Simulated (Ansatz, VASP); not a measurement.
# One calculation of NbSb, two programs

File INCAR:

```
ALGO = Normal ; EDIFF = 1E-6
ENCUT = 520 ; GGA = PS
ISIF = 2 ; ISMEAR = 0
LASPH = True ; LCHARG = False
LREAL = False ; LWAVE = False
NBANDS = 26 ; NELM = 60
PREC = Accurate ; SIGMA = 0.05
```

File KPOINTS:

```
k-points
0
Gamma
  10 10 6
```

File POSCAR:

```
NbSb
1.0
    3.1332512315      0.0000000000      0.0000000000
   -1.5666256157      2.7134751629      0.0000000000
    0.0000000000      0.0000000000     10.2558542973
Nb Sb
2 2
Direct
    0.6666666667      0.3333333333     -0.0488632132
    0.3333333333      0.6666666667      0.4511367868
    0.6666666667      0.3333333333      0.6740632132
    0.3333333333      0.6666666667      0.1740632132
```

Input for Ansatz:

```yaml
crystal:
  lattice:
    - [3.1332512315, 0.0, 0.0]
    - [-1.5666256157, 2.7134751629, 0.0]
    - [0.0, 0.0, 10.2558542973]
  atoms:
    - { symbol: Nb, position: [0.6666666667, 0.3333333333, -0.0488632132] }
    - { symbol: Nb, position: [0.3333333333, 0.6666666667, 0.4511367868] }
    - { symbol: Sb, position: [0.6666666667, 0.3333333333, 0.6740632132] }
    - { symbol: Sb, position: [0.3333333333, 0.6666666667, 0.1740632132] }
basis:
  ecutwfc: 420
  ecutrho_ratio: 4
kpoints:
  mp_grid: { grid: [10, 10, 6] }
hamiltonian:
  xc: pbesol
scf:
  occupations: { method: gaussian, width: 0.05 }
output:
  forces: true
  stress: true
  eigenvalues: true
```

Change from the starting cell: strain e3 = +0.02, atoms carried along.

Alike in both runs: task single point; functional PBEsol; k mesh 10 × 10 × 6; occupations gaussian, width 0.05 eV; no spin polarisation.

```csv
,VASP,Ansatz
version,VASP 6.6.1,Ansatz 0.2.0
potentials or method,"VASP PAW PBE potentials, release 64 (Nb_sv, Sb), cutoff 520 eV","scalar-relativistic, plane waves, PAW"
valence electrons in the cell,36,56
```

Ansatz gave:

```
gap on the k mesh at the Fermi level (eV)                     : none
pressure (GPa)                                                : -2.7
traceless stress, the component that is largest in VASP (GPa) : -2.40
rms of the force components (eV/Å)                            : 0.001
```

Estimate VASP's values.

gap on the k mesh at the Fermi level (eV): none; pressure (GPa): -2.7; traceless stress, the component that is largest in VASP (GPa): -2.46; rms of the force components (eV/Å): 0.006.

VASP's potentials were made for PBE, not for PBEsol. Atom by atom the forces differ by 0.007 eV/Å (rms over components). A gap of «none» marks a metal or a gap that the smearing closes. The functional is the same, so the differences come from potentials, cutoffs and numerics. VASP's potentials hold 36 valence electrons a cell and Ansatz's 56, so a difference there can come from the potentials and not from the codes.

Neither program's run includes spin-orbit coupling.
